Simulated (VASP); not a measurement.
# SiC (P6_3mc) in VASP: notebook, part 2 of 2

VASP 6.6.1. The steps go on from the part before.

## 3. Single point, r2SCAN (strain along c alone, the other axes held: -2.0 %, then relaxed in part)

Input file POSCAR:

```
SiC
1.0
    3.0752975751      0.0000000000      0.0000000000
   -1.5376487876      2.6632858243      0.0000000000
    0.0000000000      0.0000000000      4.9473741806
Si C
2 2
Direct
    0.3333333333      0.6666666667      0.4984956105
    0.6666666667      0.3333333333      0.9984956105
    0.3333333333      0.6666666667      0.8765043895
    0.6666666667      0.3333333333      0.3765043895
```

Input file INCAR.step1:

```
SYSTEM = SiC
PREC = Accurate
ENCUT = 520
ISMEAR = 0
SIGMA = 0.02
LREAL = .FALSE.
LASPH = .TRUE.
NELM = 80
NBANDS = 16
GGA = PE
ALGO = Normal
EDIFF = 1E-4
LWAVE = .TRUE.
LCHARG = .FALSE.
```

Input file INCAR.step2:

```
SYSTEM = SiC
PREC = Accurate
ENCUT = 520
EDIFF = 1E-6
ISMEAR = 0
SIGMA = 0.02
LREAL = .FALSE.
LASPH = .TRUE.
NELM = 80
ALGO = Normal
ISIF = 2
LWAVE = .FALSE.
LCHARG = .TRUE.
METAGGA = R2SCAN
LMIXTAU = .TRUE.
LELF = .TRUE.
LVHAR = .TRUE.
NBANDS = 16
ISTART = 1
```

Input file KPOINTS:

```
regular mesh
0
G
  12 12 6
  0 0 0
```

Potentials or basis: VASP PAW PBE potentials, release 64 (Si, C).

The run is started by

```sh
> cat potpaw_PBE.64/Si/POTCAR potpaw_PBE.64/C/POTCAR > POTCAR
> cp INCAR.step1 INCAR
> mpirun -np 1 vasp_std > vasp.out
> cp INCAR.step2 INCAR
> mpirun -np 1 vasp_std > vasp.out
```

OUTCAR:

```text
SYSTEM = SiC
   PREC = Accurate
   ENCUT = 520
   EDIFF = 1E-6
   ISMEAR = 0
   LREAL = .FALSE.
   LASPH = .TRUE.
   NELM = 80
   ISIF = 2
   METAGGA = R2SCAN
   ISTART = 1

 ion  position               nearest neighbor table
   1  0.333  0.667  0.498-   3 1.87   4 1.88   4 1.88   4 1.88   2 3.04   2 3.04   2 3.04   2 3.04
                             2 3.04   2 3.04
   2  0.667  0.333  0.998-   4 1.87   3 1.88   3 1.88   3 1.88   1 3.04   1 3.04   1 3.04   1 3.04
                             1 3.04   1 3.04
   3  0.333  0.667  0.877-   1 1.87   2 1.88   2 1.88   2 1.88
   4  0.667  0.333  0.377-   2 1.87   1 1.88   1 1.88   1 1.88

  LATTYP: Found a hexagonal cell.
 ALAT       =     3.0752975751
 C/A-ratio  =     1.6087464903

  Lattice vectors:

 A1 = (   3.0752975751,   0.0000000000,   0.0000000000)
 A2 = (  -1.5376487876,   2.6632858243,   0.0000000000)
 A3 = (   0.0000000000,   0.0000000000,   4.9473741806)

Analysis of symmetry for initial positions (statically):
=====================================================================
 Subroutine PRICEL returns:
 Original cell was already a primitive cell.

 Routine SETGRP: Setting up the symmetry group for a
 hexagonal supercell.

 Subroutine GETGRP returns: Found 12 space group operations
 (whereof  6 operations were pure point group operations)
 out of a pool of 24 trial point group operations.

The static configuration has the point symmetry C_3v.
 The point group associated with its full space group is C_6v.

Analysis of symmetry for dynamics (positions and initial velocities):
=====================================================================
 Subroutine PRICEL returns:
 Original cell was already a primitive cell.

 Routine SETGRP: Setting up the symmetry group for a
 hexagonal supercell.

 Subroutine GETGRP returns: Found 12 space group operations
 (whereof  6 operations were pure point group operations)
 out of a pool of 24 trial point group operations.
[... 122 lines left out ...]
   EFERMI_NEDOS =   21; number of points for ismear=-14 and -15
   IALGO  =     38    algorithm
   IMIX   =      4    mixing-type and parameters
     AMIX     =   0.40;   BMIX     =  1.00
     AMIX_MAG =   1.60;   BMIX_MAG =  1.00
  volume/ion in A,a.u.               =      10.13        68.36
  Fermi-wavevector in a.u.,A,eV,Ry     =   1.201033  2.269623 19.626135  1.442480
  Thomas-Fermi vector in A             =   2.336853
   LORBIT       =      0    0 simple, 1 ext, 2 COOP (PROOUT), +10 PAW based schemes
   METAGGA = R2SCAN    functional components
   LHFCALC =     F    Hartree Fock is set to
   AEXX    =    0.0000 exact exchange contribution
   IVDW    =     0    specifies the selected vdW correction
   LEPSILON=     F    determine dielectric tensor
   LRPA    =     F    only Hartree local field effects (RPA)
 non-spin polarized calculation
 Gauss-broadening in eV      SIGMA  =   0.02
  energy-cutoff  :      520.00
  volume of cell :       40.52
 maximum number of plane-waves:      1104
 NGX is ok and might be reduce to    24
   NGX = 11   NGY = 11   NGZ = 19

 number of electron      16.0000000 magnetization

 Free energy of the ion-electron system (eV)
  ---------------------------------------------------
  ext. energy  EPLUGINS =         0.00000000
  ---------------------------------------------------
  free energy    TOTEN  =       -38.60798606 eV

  energy without entropy =      -38.60798606  energy(sigma->0) =      -38.60798606

 E-fermi :   8.5179     XC(G=0): -12.0181

 val. band max:        8.4083937562   @ k =   0.0000   0.0000   0.0000
 cond. band min:      11.1120230624   @ k =   0.3333   0.3333   0.0000
 fundamental gap:      2.7036293062
 Fermi energy:         8.5178895025

 k-point     1 :       0.0000    0.0000    0.0000
  band No.  band energies     occupation
      1      -8.1454      2.00000
      2      -4.2853      2.00000
      3      -0.6602      2.00000
      4       6.8286      2.00000
      5       6.8286      2.00000
      6       8.3237      2.00000
[... 433 lines left out ...]
      3       0.6906      2.00000
      4       2.5070      2.00000
      5       3.3787      2.00000
      6       5.2320      2.00000
[... 8 lines left out ...]
     15      20.9267      0.00000
     16      21.3590      0.00000

 [... further k-points ...]
[... 5 lines left out ...]
  --------------------------------------------------------------------------------------
  -------------------------------------------------------------------------------------
  Total        0.2279012      0.2279012      2.9896557     -0.0000000      0.0000000      0.0000000
  in kB        9.0110938      9.0110938    118.2094176     -0.0000000      0.0000000      0.0000000
  external PRESSURE =      45.4105351 kB  Pullay stress =       0.0000000 kB

 VOLUME and BASIS-vectors are now :
 -----------------------------------------------------------------------------
  energy-cutoff  :      520.00
  volume of cell :       40.52
      direct lattice vectors                 reciprocal lattice vectors
     3.075297575  0.000000000  0.000000000     0.325171784  0.187738017  0.000000000
    -1.537648788  2.663285824  0.000000000     0.000000000  0.375476034  0.000000000
     0.000000000  0.000000000  4.947374181     0.000000000  0.000000000  0.202127424

 POSITION                                       TOTAL-FORCE (eV/Angst)
 -----------------------------------------------------------------------------------
     -0.00000      1.77552      2.46624        -0.000000      0.000000     -0.001847
      1.53765      0.88776      4.93993         0.000000     -0.000000     -0.001847
     -0.00000      1.77552      4.33640         0.000000     -0.000000      0.001847
      1.53765      0.88776      1.86271         0.000000      0.000000      0.001847
 -----------------------------------------------------------------------------------
    total drift:                               -0.000000     -0.000000      0.000257

  FREE ENERGIE OF THE ION-ELECTRON SYSTEM (eV)
  ---------------------------------------------------
  free  energy   TOTEN  =       -38.6079860612 eV

  energy  without entropy=      -38.6079860612  energy(sigma->0) =      -38.60798606
```

OSZICAR.step1:

```text
N       E                     dE             d eps       ncg     rms          rms(c)
DAV:   1     0.251758197061E+02    0.25176E+02   -0.71251E+03  2432   0.895E+02
DAV:   2    -0.314146403335E+02   -0.56590E+02   -0.52099E+02  3456   0.159E+02
DAV:   3    -0.338892617336E+02   -0.24746E+01   -0.24658E+01  3248   0.305E+01
DAV:   4    -0.339069774674E+02   -0.17716E-01   -0.17714E-01  2912   0.315E+00
DAV:   5    -0.339071483945E+02   -0.17093E-03   -0.17092E-03  3200   0.292E-01    0.128E+01
DAV:   6    -0.301600341704E+02    0.37471E+01   -0.66282E+00  3064   0.158E+01    0.581E+00
DAV:   7    -0.300746283801E+02    0.85406E-01   -0.11690E+00  3464   0.634E+00    0.253E+00
DAV:   8    -0.300576083731E+02    0.17020E-01   -0.49300E-02  2784   0.141E+00    0.638E-01
DAV:   9    -0.300560090918E+02    0.15993E-02   -0.77035E-03  3112   0.597E-01    0.121E-01
DAV:  10    -0.300563227075E+02   -0.31362E-03   -0.10064E-03  3000   0.184E-01    0.571E-02
DAV:  11    -0.300563473197E+02   -0.24612E-04   -0.82663E-05  2056   0.686E-02
   1 F= -.30056347E+02 E0= -.30056347E+02  d E =-.311801E-25
```

Run time: 1.8 min. Hardware: 1 thread of Intel Xeon Platinum 8259CL at 2.50GHz (Skylake/Cascade Lake), shared host; peak memory 0.18 GiB.

Results:

| Item | Value |
| --- | --- |
| Free energy | -38.6080 eV |
| Pressure | 4.5 GPa |
| Band gap on the k mesh | 2.70 eV (least direct gap 4.36 eV) |

Levels at points of the mesh, in eV from the valence-band top:
```csv
k point,band 4,band 5,band 6,band 7,band 8,band 9,band 10,band 11,band 12,band 13
"(0.00, 0.00, 0.00)",-1.58,-1.58,-0.08,-0.08,0.00,5.19,7.11,7.11,7.24,8.59
"(0.50, 0.00, 0.00)",-6.52,-5.72,-3.68,-3.43,-1.29,3.07,4.82,7.57,7.66,11.32
"(0.00, 0.00, 0.50)",-4.51,-0.90,-0.90,-0.90,-0.90,6.40,6.40,7.82,7.82,7.82
"(0.50, 0.00, 0.50)",-8.68,-2.70,-2.70,-2.37,-2.37,3.80,3.80,5.93,5.93,11.31
```

Caveat: the cell differs from its parent crystal (strain along c alone, the other axes held: -2.0 %, then relaxed in part); the stress differs along the axes, from 1 to 12 GPa; the PAW data sets were made with another functional, which shifts forces and pressure a little. A k mesh can miss the band edges.

## 4. Single point, r2SCAN

This run uses another cell than the first one, of 10.34 Å³/atom.

Input file POSCAR:

```
SiC
1.0
    3.0752975751      0.0000000000      0.0000000000
   -1.5376487876      2.6632858243      0.0000000000
    0.0000000000      0.0000000000      5.0483410006
Si C
2 2
Direct
    0.3333333333      0.6666666667      0.4996013827
    0.6666666667      0.3333333333      0.9996013827
    0.3333333333      0.6666666667      0.8753986173
    0.6666666667      0.3333333333      0.3753986173
```

Input file INCAR.step1:

```
ALGO = Normal
EDIFF = 1E-4
ENCUT = 520
GGA = PE
ISMEAR = 0
LASPH = T
LCHARG = F
LREAL = F
LWAVE = T
NBANDS = 16
NELM = 100
PREC = Accurate
SIGMA = 0.02
```

Input file INCAR.step2:

```
ALGO = Normal
EDIFF = 1E-6
ENCUT = 520
ISIF = 2
ISMEAR = 0
ISTART = 1
LASPH = T
LCHARG = F
LMIXTAU = T
LREAL = F
LWAVE = F
METAGGA = R2SCAN
NBANDS = 16
NELM = 100
PREC = Accurate
SIGMA = 0.02
```

Input file KPOINTS:

```
k-points
0
Gamma
  12 12 6
```

The run is started by

```sh
> cat potpaw_PBE.64/Si/POTCAR potpaw_PBE.64/C/POTCAR > POTCAR
> cp INCAR.step1 INCAR
> mpirun -np 1 vasp_std > vasp.out
> cp INCAR.step2 INCAR
> mpirun -np 1 vasp_std > vasp.out
```

Wall time 1.8 min (1 thread of Intel Xeon Platinum 8259CL at 2.50GHz (Skylake/Cascade Lake), shared host); peak memory 0.18 GiB.

It converged, with:

| Quantity | Value |
| --- | --- |
| Free energy | -38.6379 eV |
| Pressure | -0.2 GPa |
| Band gap on the k mesh | 2.66 eV (least direct gap 4.48 eV) |

Levels at points of the mesh, in eV from the valence-band top:
| k point | band 6 | band 7 | band 8 | band 9 | band 10 | band 11 |
| --- | --- | --- | --- | --- | --- | --- |
| (0.00, 0.00, 0.00) | -0.11 | 0.00 | 0.00 | 5.38 | 6.77 | 7.19 |
| (0.50, 0.00, 0.00) | -3.48 | -3.36 | -1.26 | 3.23 | 4.66 | 7.47 |
| (0.00, 0.00, 0.50) | -0.75 | -0.75 | -0.75 | 6.50 | 6.50 | 7.89 |
| (0.50, 0.00, 0.50) | -2.56 | -2.44 | -2.44 | 3.72 | 3.72 | 5.79 |

Caveat: the PAW data sets were made with another functional, which shifts forces and pressure a little. A k mesh can miss the band edges.

## 5. Summary

```tsv
cell	gap on the mesh (eV)	pressure (GPa)
a = 3.075, b = 3.075, c = 4.846 Å, angles 90.0, 90.0, 120.0°, 4 atoms, atomic positions A	2.63	9.8
a = 3.075, b = 3.075, c = 4.947 Å, angles 90.0, 90.0, 120.0°, 4 atoms, atomic positions B	2.70	4.5
a = 3.075, b = 3.075, c = 5.048 Å, angles 90.0, 90.0, 120.0°, 4 atoms, atomic positions C	2.66	-0.2
```

Alike in all rows: task single point; level r2SCAN; potentials or basis VASP PAW PBE potentials, release 64 (Si, C); no spin polarisation; k mesh 12 × 12 × 6; cutoff (eV) 520; smearing gaussian 0.02 eV.

Caveats: the PAW data sets were made with another functional, which shifts forces and pressure a little; the stress differs along the axes, from 2 to 25 GPa (at least some runs); the stress differs along the axes, from 1 to 12 GPa (at least some runs).

Total energies depend on the potentials used, so only differences within one code and one set of settings carry meaning.
